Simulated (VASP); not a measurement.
A run of VASP 6.6.1:

INCAR

```
PREC = Accurate
ENCUT = 520
EDIFF = 1E-6
ISMEAR = 0
SIGMA = 0.05
LREAL = Auto
LASPH = T
NELM = 60
ALGO = Normal
ISIF = 2
LWAVE = F
LCHARG = F
GGA = PE
NBANDS = 249
```

The input KPOINTS:

```
regular mesh
0
Gamma
  2 2 2
```

The input POSCAR:

```
TaN
1.0
    0.0000000000      6.5370000000      6.5370000000
    6.5370000000      0.0000000000      6.5370000000
    6.5370000000      6.5370000000      0.0000000000
Ta N
27 27
Direct
    0.1666670000      0.1666670000      0.1666670000
    0.1666670000      0.1666670000      0.5000000000
    0.1666670000      0.1666670000      0.8333330000
    0.1666670000      0.5000000000      0.1666670000
    0.1666670000      0.5000000000      0.5000000000
    0.1666670000      0.5000000000      0.8333330000
    0.1666670000      0.8333330000      0.1666670000
    0.1666670000      0.8333330000      0.5000000000
    0.1666670000      0.8333330000      0.8333330000
    0.5000000000      0.1666670000      0.1666670000
    0.5000000000      0.1666670000      0.5000000000
    0.5000000000      0.1666670000      0.8333330000
    0.5000000000      0.5000000000      0.1666670000
    0.5000000000      0.5000000000      0.5000000000
    0.5000000000      0.5000000000      0.8333330000
    0.5000000000      0.8333330000      0.1666670000
    0.5000000000      0.8333330000      0.5000000000
    0.5000000000      0.8333330000      0.8333330000
    0.8333330000      0.1666670000      0.1666670000
    0.8333330000      0.1666670000      0.5000000000
    0.8333330000      0.1666670000      0.8333330000
    0.8333330000      0.5000000000      0.1666670000
    0.8333330000      0.5000000000      0.5000000000
    0.8333330000      0.5000000000      0.8333330000
    0.8333330000      0.8333330000      0.1666670000
    0.8333330000      0.8333330000      0.5000000000
    0.8333330000      0.8333330000      0.8333330000
    0.0000000000      0.0000000000      0.0000000000
    0.0000000000      0.0000000000      0.3333330000
    0.0000000000      0.0000000000      0.6666670000
    0.0000000000      0.3333330000      0.0000000000
    0.0000000000      0.3333330000      0.3333330000
    0.0000000000      0.3333330000      0.6666670000
    0.0000000000      0.6666670000      0.0000000000
    0.0000000000      0.6666670000      0.3333330000
    0.0000000000      0.6666670000      0.6666670000
    0.3333330000      0.0000000000      0.0000000000
    0.3333330000      0.0000000000      0.3333330000
    0.3333330000      0.0000000000      0.6666670000
    0.3333330000      0.3333330000      0.0000000000
    0.3333330000      0.3333330000      0.3333330000
    0.3333330000      0.3333330000      0.6666670000
    0.3333330000      0.6666670000      0.0000000000
    0.3333330000      0.6666670000      0.3333330000
    0.3333330000      0.6666670000      0.6666670000
    0.6666670000      0.0000000000      0.0000000000
    0.6666670000      0.0000000000      0.3333330000
    0.6666670000      0.0000000000      0.6666670000
    0.6666670000      0.3333330000      0.0000000000
    0.6666670000      0.3333330000      0.3333330000
    0.6666670000      0.3333330000      0.6666670000
    0.6666670000      0.6666670000      0.0000000000
    0.6666670000      0.6666670000      0.3333330000
    0.6666670000      0.6666670000      0.6666670000
```

Potentials or basis: VASP PAW PBE potentials, release 64 (Ta_pv, N).

Run with:

```sh
$ cat potpaw_PBE.64/Ta_pv/POTCAR potpaw_PBE.64/N/POTCAR > POTCAR
$ mpirun -np 1 vasp_std > vasp.out
```

Hardware: 1 thread of Intel(R) Xeon(R) Platinum 8375C CPU @ 2.90GHz (Ice Lake) (shared host).

Task: Estimate the wall time of this run.

Result: Wall time 23 min on 1 thread of Intel(R) Xeon(R) Platinum 8375C CPU @ 2.90GHz (Ice Lake) (shared host), peak memory 0.85 GiB. Counts: scf iterations 15, k points 3.
